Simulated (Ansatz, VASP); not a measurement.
One calculation of Al2Cu, two programs

```
Al Cu
1.0
     4.12394    0.00000    0.00000
     0.00000    4.12394    0.00000
     0.00000    0.00000    3.07801
Al Cu
2 1
Cartesian
  2.0620 0.0000 1.5390
  0.0000 2.0620 1.5390
  0.0000 0.0000 0.0000
```

Alike in both runs: task single point; functional PBEsol; k mesh 10 × 10 × 14; occupations gaussian, width 0.1 eV; no spin polarisation.

|  | VASP | Ansatz |
| --- | --- | --- |
| version | VASP 6.6.1 | Ansatz 0.2.0 |
| potentials or method | VASP PAW PBE potentials, release 64 (Al, Cu), cutoff 520 eV | scalar-relativistic, plane waves, PAW |
| valence electrons in the cell | 17 | 25 |

Ansatz gave:

| Property | Result |
| --- | --- |
| gap on the k mesh at the Fermi level (eV) | none |
| pressure (GPa) | -7.4 |
| traceless stress, the component that is largest in VASP (GPa) | -3.35 |

Task: Which values does VASP return?

Result: gap on the k mesh at the Fermi level (eV): none; pressure (GPa): -7.5; traceless stress, the component that is largest in VASP (GPa): -3.31.

VASP's potentials were made for PBE, not for PBEsol. A gap of «none» marks a metal or a gap that the smearing closes. VASP's potentials hold 17 valence electrons a cell and Ansatz's 25, so a difference there can come from the potentials and not from the codes.
